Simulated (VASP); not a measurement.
Input of a VASP 6.6.1 run:

File INCAR:

```
SYSTEM = MgCdS4
PREC = Accurate
ENCUT = 600
EDIFF = 1E-7
ISMEAR = 0
SIGMA = 0.1
LREAL = .False.
LASPH = .True.
NELM = 80
ALGO = Normal
ISIF = 3
LWAVE = .False.
LCHARG = .False.
GGA = PE
IBRION = 2
NSW = 90
EDIFFG = -0.04
```

The input KPOINTS:

```
regular mesh
0
Gamma
  6 6 4
  0 0 0
```

The input POSCAR:

```
MgCdS4
1.0
    5.5562652400      0.0000000000      0.0000000000
   -2.7781326200      4.8118668500      0.0000000000
    0.0000000000      0.0000000000      5.0145089100
Mg Cd S
1 1 4
Direct
    0.0000000000      0.0000000000      0.0000000000
    0.0000000000      0.0000000000      0.5000000000
    0.3333333300      0.6666666700      0.7408911900
    0.3333333300      0.6666666700      0.2591088100
    0.6666666700      0.3333333300      0.2591088100
    0.6666666700      0.3333333300      0.7408911900
```

Potentials or basis: VASP PAW PBE potentials, release 64 (Mg, Cd, S).

Launch:

```sh
$ cat potpaw_PBE.64/Mg/POTCAR potpaw_PBE.64/Cd/POTCAR potpaw_PBE.64/S/POTCAR > POTCAR
$ mpirun -np 1 vasp_std > vasp.out
```

**Question.** Estimate the relaxed volume.

**Answer.** 24.26 Å³/atom.

**Question.** Predict the space group after relaxing (to 0.1 Å).

**Answer.** P6/mmm (No. 191).

**Question.** Estimate the relaxed cell.

**Answer.** a = 5.579 Å, b = 5.579 Å, c = 5.400 Å, α = 90.00°, β = 90.00°, γ = 120.00°.

**Question.** Estimate the band gap on the k mesh.

**Answer.** Zero (bands 19 and 20 overlap by 0.66 eV).

Final structure:
```
Mg Cd S
1.0
     5.57911    0.00000    0.00000
    -2.78955    4.83165    0.00000
     0.00000    0.00000    5.40026
Mg Cd S
1 1 4
Cartesian
  0.0000 0.0000 0.0000
  0.0000 0.0000 2.7001
  0.0000 3.2211 3.6758
  0.0000 3.2211 1.7245
  2.7896 1.6105 1.7245
  2.7896 1.6105 3.6758
```

Caveat: semilocal functionals underestimate gaps, and a narrow one can read as zero.
